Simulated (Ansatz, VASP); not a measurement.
CoO in VASP and in Ansatz

```xyz
2
Lattice="1.5055 0.8692 2.4399 -1.5055 0.8692 2.4399 0.0000 -1.7384 2.4399" Properties=species:S:1:pos:R:3 pbc="T T T"
Co    0.0000    0.0000    0.0000
O     0.0000    0.0000    3.6599
```

Alike in both runs: task single point; functional PBE; k mesh 18 × 18 × 18; occupations gaussian, width 0.1 eV; collinear spin.

|  | VASP | Ansatz |
| --- | --- | --- |
| version | VASP 6.6.1 | Ansatz 0.2.0 |
| potentials or method | VASP PAW PBE potentials, release 64 (Co, O), cutoff 520 eV | scalar-relativistic, plane waves, PAW |
| valence electrons in the cell | 15 | 23 |

Ansatz gave:

| Item | Value |
| --- | --- |
| gap on the k mesh at the Fermi level (eV) | none |
| pressure (GPa) | 0.1 |
| traceless stress, the component that is largest in VASP (GPa) | -0.37 |
| net moment per atom (μB) | 1.46 |
| size of the moment on the site where the two differ most (μB) | 2.49 |

Question: What did VASP give for the same quantities?

Answer: gap on the k mesh at the Fermi level (eV): none; pressure (GPa): -0.6; traceless stress, the component that is largest in VASP (GPa): -0.34; net moment per atom (μB): 1.44; size of the moment on the site where the two differ most (μB): 2.54.

Site moments also hang on the region over which each program counts them. A gap of «none» marks a metal or a gap that the smearing closes. The functional is the same, so the differences come from potentials, cutoffs and numerics. VASP's potentials hold 15 valence electrons a cell and Ansatz's 23, so a difference there can come from the potentials and not from the codes.
